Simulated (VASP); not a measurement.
# KNi2 (P6/mmm) in VASP: notebook

The runs below take KNi2 through single point, relaxation of cell and atoms, with PBE.

Program: VASP 6.6.1. These are calculated values, not measurements. Logs are shortened: lines on timing, memory, paths and dates and some standing lists are left out, and cuts for length are marked.

## Step 1: The cell of the first run

Symmetry: P6/mmm, No. 191, hexagonal system. Conventional cell: a = 3.668 Å, b = 3.668 Å, c = 4.252 Å, α = 90.00°, β = 90.00°, γ = 120.00°. K (site symmetry 6/mmm) has 12 Ni at 3.00 Å and 6 K at 3.67 Å within 4.0 Å. Ni (site symmetry -6m2) has 3 Ni at 2.12 Å within 2.8 Å.

The cell was generated, and may not be a known phase.

## Step 2: Single point, PBE, collinear spin, ferromagnetic start

File INCAR:

```
SYSTEM = KNi2
PREC     = Accurate       ! precision mode
ENCUT    = 520            ! plane-wave cutoff, eV
EDIFF    = 1E-6           ! SCF threshold, eV
ISMEAR   = 0              ! smearing method
SIGMA    = 0.1            ! smearing width, eV
LREAL    = .FALSE.        ! projectors in reciprocal space
LASPH    = .TRUE.         ! aspherical terms in the spheres
NELM     = 150            ! most SCF steps
ALGO     = Normal         ! electronic algorithm
ISIF     = 2              ! what is computed and relaxed
LWAVE    = .FALSE.        ! write WAVECAR
LCHARG   = .FALSE.        ! write CHGCAR
ISPIN    = 2              ! spin polarisation
MAGMOM   = 0 2 2          ! initial moments
LORBIT   = 11             ! projections on sites
LMAXMIX  = 4              ! l up to which the mixer works
GGA      = PE             ! functional
NBANDS   = 26             ! bands
```

File KPOINTS:

```
Automatic mesh
0
G
  6 6 4
  0 0 0
```

File POSCAR:

```
KNi2
1.0
    3.6677300100      0.0000000000      0.0000000000
   -1.8338650100      3.1763473600      0.0000000000
    0.0000000000      0.0000000000      4.2517448500
K Ni
1 2
Direct
    0.0000000000      0.0000000000      0.0000000000
    0.3333333300      0.6666666700      0.5000000000
    0.6666666700      0.3333333300      0.5000000000
```

Potentials or basis: VASP PAW PBE potentials, release 64 (K_sv, Ni).

Run with:

```
$ cat potpaw_PBE.64/K_sv/POTCAR potpaw_PBE.64/Ni/POTCAR > POTCAR
$ mpirun -np 1 vasp_std > vasp.out
```

OUTCAR:

```text
SYSTEM = KNi2
   PREC = Accurate
   ENCUT = 520
   EDIFF = 1E-6
   ISMEAR = 0
   LREAL = .FALSE.
   LASPH = .TRUE.
   NELM = 150
   ISIF = 2
   ISPIN = 2
   LORBIT = 11
   GGA = PE

 ion  position               nearest neighbor table
   1  0.000  0.000  0.000-   2 3.00   3 3.00   2 3.00   3 3.00   3 3.00   3 3.00   2 3.00   2 3.00
                             3 3.00   3 3.00   2 3.00   2 3.00
   2  0.333  0.667  0.500-   3 2.12   3 2.12   3 2.12   1 3.00   1 3.00   1 3.00   1 3.00   1 3.00
                             1 3.00
   3  0.667  0.333  0.500-   2 2.12   2 2.12   2 2.12   1 3.00   1 3.00   1 3.00   1 3.00   1 3.00
                             1 3.00

  LATTYP: Found a hexagonal cell.
 ALAT       =     3.6677300100
 C/A-ratio  =     1.1592305972

  Lattice vectors:

 A1 = (   3.6677300100,   0.0000000000,   0.0000000000)
 A2 = (  -1.8338650100,   3.1763473600,   0.0000000000)
 A3 = (   0.0000000000,   0.0000000000,   4.2517448500)

Analysis of symmetry for initial positions (statically):
=====================================================================
 Subroutine PRICEL returns:
 Original cell was already a primitive cell.

 Routine SETGRP: Setting up the symmetry group for a
 hexagonal supercell.

 Subroutine GETGRP returns: Found 24 space group operations
 (whereof 24 operations were pure point group operations)
 out of a pool of 24 trial point group operations.

The static configuration has the point symmetry D_6h.

Analysis of symmetry for dynamics (positions and initial velocities):
=====================================================================
 Subroutine PRICEL returns:
 Original cell was already a primitive cell.

 Routine SETGRP: Setting up the symmetry group for a
 hexagonal supercell.

 Subroutine GETGRP returns: Found 24 space group operations
 (whereof 24 operations were pure point group operations)
 out of a pool of 24 trial point group operations.

The dynamic configuration has the point symmetry D_6h.

Analysis of structural, dynamic, and magnetic symmetry:
=====================================================================
 Subroutine PRICEL returns:
 Original cell was already a primitive cell.

 Routine SETGRP: Setting up the symmetry group for a
 hexagonal supercell.

 Subroutine GETGRP returns: Found 24 space group operations
 (whereof 24 operations were pure point group operations)
 out of a pool of 24 trial point group operations.

The overall configuration has the point symmetry D_6h.

 Subroutine INISYM returns: Found 24 space group operations
 (whereof 24 operations are pure point group operations),
 and found     1 'primitive' translations

----------------------------------------------------------------------------------------

                                     Primitive cell

  volume of cell :      49.5328

  direct lattice vectors                    reciprocal lattice vectors
     3.667730010  0.000000000  0.000000000     0.272648204  0.157413515  0.000000000
    -1.833865010  3.176347360  0.000000000     0.000000000  0.314827028  0.000000000
     0.000000000  0.000000000  4.251744850     0.000000000  0.000000000  0.235197557

  length of vectors
     3.667730010  3.667730010  4.251744850     0.314827028  0.314827028  0.235197557

  position of ions in fractional coordinates (direct lattice)
     0.000000000  0.000000000  0.000000000
     0.333333330  0.666666670  0.500000000
     0.666666670  0.333333330  0.500000000

  ion indices of the primitive-cell ions
   primitive index   ion index
                 1           1
                 2           2
                 3           3

----------------------------------------------------------------------------------------

 KPOINTS: Automatic mesh

Automatic generation of k-mesh.
 Grid dimensions read from file:
 generate k-points for:    6    6    4

 Generating k-lattice:

  Cartesian coordinates                     Fractional coordinates (reciprocal lattice)
     0.045441367  0.026235586  0.000000000     0.166666667  0.000000000  0.000000000
     0.000000000  0.052471171  0.000000000     0.000000000  0.166666667  0.000000000
     0.000000000  0.000000000  0.058799389     0.000000000  0.000000000  0.250000000

  Length of vectors
     0.052471171  0.052471171  0.058799389

  Shift w.r.t. Gamma in fractional coordinates (k-lattice)
     0.000000000  0.000000000  0.000000000

 Subroutine IBZKPT returns following result:
 ===========================================

 Found     21 irreducible k-points:

 Following reciprocal coordinates:
            Coordinates               Weight
  0.000000  0.000000  0.000000      1.000000
  0.166667  0.000000  0.000000      6.000000
  0.333333 -0.000000  0.000000      6.000000
  0.500000  0.000000  0.000000      3.000000
  0.166667  0.166667  0.000000      6.000000
  0.333333  0.166667  0.000000     12.000000
[... 13 lines left out ...]
  0.333333  0.166667  0.500000     12.000000
  0.333333  0.333333  0.500000      2.000000
   k-points           NKPTS =     21   k-points in BZ     NKDIM =     21   number of bands    NBANDS=     26
   number of dos      NEDOS =    301   number of ions     NIONS =      3
   total plane-waves  NPLWV =  25088
   dimension x,y,z NGX =    28 NGY =   28 NGZ =   32
   dimension x,y,z NGXF=    56 NGYF=   56 NGZF=   64
   ions per type =               1   2
   NGX,Y,Z   is equivalent  to a cutoff of  12.69, 12.69, 12.51 a.u.
   NGXF,Y,Z  is equivalent  to a cutoff of  25.38, 25.38, 25.02 a.u.
 SYSTEM =  KNi2
   PREC   = accura    normal or accurate (medium, high low for compatibility)
   ISTART =      0    job   : 0-new  1-cont  2-samecut
   ICHARG =      2    charge: 1-file 2-atom 10-const
   ISPIN  =      2    spin polarized calculation?
   LNONCOLLINEAR =      F non collinear calculations
   LSORBIT =      F    spin-orbit coupling
   LASPH  =      T    aspherical Exc in radial PAW
   ENCUT  =  520.0 eV  38.22 Ry    6.18 a.u.   6.82  6.82  7.91*2*pi/ulx,y,z
   NELM   =    150;   NELMIN=  2; NELMDL= -5     # of ELM steps
   EDIFF  = 0.1E-05   stopping-criterion for ELM
   LREAL  =      F    real-space projection
   EDIFFG = 0.1E-04   stopping-criterion for IOM
   NSW    =      0    number of steps for IOM
   IBRION =     -1    ionic relax: 0-MD 1-quasi-New 2-CG
   NFREE  =      0    steps in history (QN), initial steepest desc. (CG)
   ISIF   =      2    stress and relaxation
   ISYM   =      2    0-nonsym 1-usesym 2-fastsym
   POTIM  = 0.5000    time-step for ionic-motion
   TEBEG  =    0.0;   TEEND  =   0.0 temperature during run
   PSTRESS=    0.0 pullay stress
   NELECT =      29.0000    total number of electrons
   NUPDOWN=      -1.0000    fix difference up-down
   EMIN   =  10.00;   EMAX   =-10.00  energy-range for DOS
   EFERMI =   0.00;   METHOD = LEGACY
   ISMEAR =     0;   SIGMA  =   0.10  broadening in eV -4-tet -1-fermi 0-gaus
   EFERMI_NEDOS =   21; number of points for ismear=-14 and -15
   IALGO  =     38    algorithm
   IMIX   =      4    mixing-type and parameters
     AMIX     =   0.40;   BMIX     =  1.00
     AMIX_MAG =   1.60;   BMIX_MAG =  1.00
  volume/ion in A,a.u.               =      16.51       111.42
  Fermi-wavevector in a.u.,A,eV,Ry     =   1.369546  2.588067 25.519856  1.875656
  Thomas-Fermi vector in A             =   2.495412
   LORBIT       =     11    0 simple, 1 ext, 2 COOP (PROOUT), +10 PAW based schemes
   GGA     = PE    functional components
   LHFCALC =     F    Hartree Fock is set to
   AEXX    =    0.0000 exact exchange contribution
   IVDW    =     0    specifies the selected vdW correction
   LEPSILON=     F    determine dielectric tensor
   LRPA    =     F    only Hartree local field effects (RPA)
 spin polarized calculation
 Gauss-broadening in eV      SIGMA  =   0.10
  energy-cutoff  :      520.00
  volume of cell :       49.53
 maximum number of plane-waves:      1350
 NGX is ok and might be reduce to    28
   NGX = 13   NGY = 13   NGZ = 15

 number of electron      28.9999979 magnetization       0.8041477

 Free energy of the ion-electron system (eV)
  ---------------------------------------------------
  ext. energy  EPLUGINS =         0.00000000
  ---------------------------------------------------
  free energy    TOTEN  =        -9.15382437 eV

  energy without entropy =       -9.12713206  energy(sigma->0) =       -9.14047822

 E-fermi :   4.7078     XC(G=0): -10.6782

 val. band max:        4.7072201901   @ k =   0.5000   0.0000   0.5000
 cond. band min:       4.7152211284   @ k =   0.5000   0.0000   0.5000
 fundamental gap:      0.0080009383
 Fermi energy:         4.7077564458

 spin component 1

 k-point     1 :       0.0000    0.0000    0.0000
  band No.  band energies     occupation
      1     -24.9359      1.00000
      2      -8.5399      1.00000
      3      -8.2942      1.00000
      4      -8.2942      1.00000
      5      -1.1381      1.00000
      6       1.9521      1.00000
[... 18 lines left out ...]
     25      16.9265      0.00000
     26      16.9265      0.00000

 k-point     2 :       0.1667    0.0000    0.0000
  band No.  band energies     occupation
      1     -24.9176      1.00000
      2      -8.5148      1.00000
      3      -8.4767      1.00000
      4      -8.3279      1.00000
      5      -0.6332      1.00000
      6       1.7733      1.00000
[... 18 lines left out ...]
     25      17.6787      0.00000
[... 521 lines left out ...]
     25      17.6041      0.00000
     26      18.0241      0.00000

 k-point    21 :       0.3333    0.3333    0.5000
  band No.  band energies     occupation
      1     -24.8466      1.00000
      2      -8.7189      1.00000
      3      -8.7189      1.00000
      4      -8.5746      1.00000
      5       0.8411      1.00000
      6       1.6457      1.00000
[... 18 lines left out ...]
     25      16.2617      0.00000
     26      20.7606      0.00000
 Fermi energy:         4.7077564458

 spin component 2

 k-point     1 :       0.0000    0.0000    0.0000
  band No.  band energies     occupation
      1     -24.9513      1.00000
      2      -8.5580      1.00000
      3      -8.3084      1.00000
      4      -8.3084      1.00000
      5      -1.1381      1.00000
      6       2.1175      1.00000
[... 18 lines left out ...]
     25      17.0053      0.00000
     26      17.0053      0.00000

 k-point     2 :       0.1667    0.0000    0.0000
  band No.  band energies     occupation
      1     -24.9329      1.00000
      2      -8.5323      1.00000
      3      -8.4929      1.00000
      4      -8.3424      1.00000
      5      -0.6280      1.00000
      6       2.1145      1.00000
[... 18 lines left out ...]
     25      17.6546      0.00000
[... 521 lines left out ...]
     25      17.6153      0.00000
     26      18.0363      0.00000

 k-point    21 :       0.3333    0.3333    0.5000
  band No.  band energies     occupation
      1     -24.8613      1.00000
      2      -8.7372      1.00000
      3      -8.7372      1.00000
      4      -8.5917      1.00000
      5       1.1767      1.00000
      6       1.9906      1.00000
[... 18 lines left out ...]
     25      16.2721      0.00000
     26      20.7316      0.00000

------------------------ aborting loop because EDIFF is reached ----------------------------------------

  FORCE on cell =-STRESS in cart. coord.  units (eV):
  Direction    XX          YY          ZZ          XY          YZ          ZX
  --------------------------------------------------------------------------------------
  -------------------------------------------------------------------------------------
  Total        6.6984404      6.6984404      6.8847973     -0.0000000      0.0000000      0.0000000
  in kB      216.6664839    216.6664835    222.6943506     -0.0000003      0.0000000      0.0000000
  external PRESSURE =     218.6757727 kB  Pullay stress =       0.0000000 kB

 VOLUME and BASIS-vectors are now :
 -----------------------------------------------------------------------------
  energy-cutoff  :      520.00
  volume of cell :       49.53
      direct lattice vectors                 reciprocal lattice vectors
     3.667730010  0.000000000  0.000000000     0.272648204  0.157413515  0.000000000
    -1.833865010  3.176347360  0.000000000     0.000000000  0.314827028  0.000000000
     0.000000000  0.000000000  4.251744850     0.000000000  0.000000000  0.235197557

 POSITION                                       TOTAL-FORCE (eV/Angst)
 -----------------------------------------------------------------------------------
      0.00000      0.00000      0.00000         0.000000      0.000000     -0.000000
     -0.00000      2.11756      2.12587        -0.000000     -0.000000     -0.000000
      1.83387      1.05878      2.12587         0.000000      0.000000      0.000000
 -----------------------------------------------------------------------------------
    total drift:                                0.000000      0.000000      0.000000

  FREE ENERGIE OF THE ION-ELECTRON SYSTEM (eV)
  ---------------------------------------------------
  free  energy   TOTEN  =        -9.1538243708 eV

  energy  without entropy=       -9.1271320626  energy(sigma->0) =       -9.14047822

 total charge

# of ion       s       p       d       tot
------------------------------------------
    1        1.993   5.582   0.094   7.669
    2        0.645   0.374   8.426   9.446
    3        0.645   0.374   8.426   9.446
--------------------------------------------------
tot          3.284   6.330  16.947  26.561

 magnetization (x)

# of ion       s       p       d       tot
------------------------------------------
    1       -0.003  -0.005  -0.006  -0.014
    2       -0.004  -0.013   0.451   0.434
    3       -0.004  -0.013   0.451   0.434
--------------------------------------------------
tot         -0.011  -0.032   0.897   0.854
```

It took 51 s on 1 thread of Intel Xeon Platinum 8259CL at 2.50GHz (Skylake/Cascade Lake), shared host; peak memory 0.2 GiB.

What came out:

| Item | Value |
| --- | --- |
| Free energy | -9.1538 eV |
| Pressure | 21.9 GPa |
| Net moment | 0.80 μB per cell |
| Site moments | K -0.01; Ni +0.43 μB |
| Valence electrons inside the program's atomic spheres | K 7.67; Ni 9.45 |

Levels at points of the mesh, in eV from the Fermi level:
Spin up:
| k point | band 13 | band 14 | band 15 | band 16 | band 17 | band 18 |
| --- | --- | --- | --- | --- | --- | --- |
| (0.00, 0.00, 0.00) | -0.93 | -0.93 | -0.70 | 3.40 | 4.28 | 5.60 |
| (0.50, 0.00, 0.00) | -1.40 | -0.58 | -0.45 | 0.79 | 3.69 | 4.91 |
| (0.00, 0.00, 0.50) | -1.00 | -0.83 | -0.83 | -0.57 | 7.17 | 7.17 |
| (0.50, 0.00, 0.50) | -0.59 | -0.44 | 0.00 | 0.58 | 2.87 | 3.49 |
Spin down:
```
           k point  band 13  band 14  band 15  band 16  band 17  band 18
(0.00, 0.00, 0.00)    -0.44    -0.32    -0.32     3.35     4.27     5.58
(0.50, 0.00, 0.00)    -1.06    -0.01     0.07     1.14     3.76     4.92
(0.00, 0.00, 0.50)    -1.09    -0.30    -0.21    -0.21     7.17     7.17
(0.50, 0.00, 0.50)     0.00     0.01     0.05     0.96     2.88     3.50
```

Caveat: the k points lie up to 0.37 Å⁻¹ apart.

(Continued in part 2 of 2.)
